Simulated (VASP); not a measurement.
Runs of VASP 6.6.1 on ZnInGaO4. The structure is that of space group R3m (No. 160), or close to it. The cells are those of the table. 

| cell | gap on the mesh (eV) | pressure (GPa) | largest force (eV/Å) |
| --- | --- | --- | --- |
| a = 8.827 Å, angles 21.7°, 7 atoms | 1.23 | 5.8 | 0.07 |
| a = 8.917 Å, angles 21.7°, 7 atoms | 1.09 | (c) | 0.02 |
| a = 9.005 Å, angles 21.7°, 7 atoms | 0.97 | -3.8 | 0.09 |
| a = 8.735 Å, angles 21.7°, 7 atoms | (a) | (b) | 0.16 |

Alike in all rows: task single point; level PBE; potentials or basis VASP PAW PBE potentials, release 64 (Zn, In_d, Ga_d, O); no spin polarisation; k mesh 8 × 8 × 8; cutoff (eV) 520; smearing gaussian 0.01 eV.

Question: Estimate the missing entries.

Answer: (a) 1.36; (b) 11.9; (c) 0.6.

Caveats: spin-orbit coupling is left out, which moves the levels of the heavy elements; the cell stands under pressure (at least some runs); the cell stands under tension (at least some runs).

A k mesh can miss the band edges, and the runs leave out spin-orbit coupling on Ga, In.
